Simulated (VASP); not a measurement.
**NaCaI3: single point with HSE06**

The system is NaCaI3.

```
Na Ca I
1.0
     6.12590    0.00000    0.00000
     0.00000    6.12590    0.00000
     0.00000    0.00000    6.12590
Na Ca I
1 1 3
Cartesian
  0.0000 0.0000 0.0000
  3.0629 3.0629 3.0629
  3.0629 3.0629 0.0000
  3.0629 0.0000 3.0629
  0.0000 3.0629 3.0629
```

```json
{
 "Program": "VASP 6.6.1",
 "Task": "single point",
 "Functional": "HSE06",
 "Potentials or basis": "VASP PAW PBE potentials, release 64 (Na_pv, Ca_sv, I)",
 "Cutoff": "520 eV",
 "k mesh": "2 × 2 × 2",
 "Occupations": "gaussian, width 0.05 eV",
 "Spin": "no spin polarisation"
}
```

- Pressure: 0.2 GPa
- Band gap on the k mesh: 3.34 eV (least direct gap 3.71 eV)

Levels at points of the mesh, in eV from the valence-band top:
```
           k point  band 16  band 17  band 18  band 19  band 20  band 21  band 22  band 23
(0.00, 0.00, 0.00)    -0.70    -0.37    -0.37    -0.37     3.34     4.91     4.91     4.91
(0.50, 0.00, 0.00)    -1.12    -0.85    -0.48    -0.48     4.66     5.01     5.43     5.86
(0.50, 0.50, 0.00)    -1.12    -1.10    -1.10    -0.01     4.69     6.14     6.22     6.22
(0.50, 0.50, 0.50)    -1.45     0.00     0.00     0.00     3.72     6.58     6.58     6.58
```

It took 4.1 min on 1 thread of AMD EPYC 7R13 Processor (Zen 3), on a shared host, peak memory 0.41 GiB.

Caveat: the k points lie up to 0.51 Å⁻¹ apart; the PAW data sets were made with another functional, which shifts forces and pressure a little; spin-orbit coupling is left out, which moves the levels of the heavy elements. A k mesh can miss the band edges.
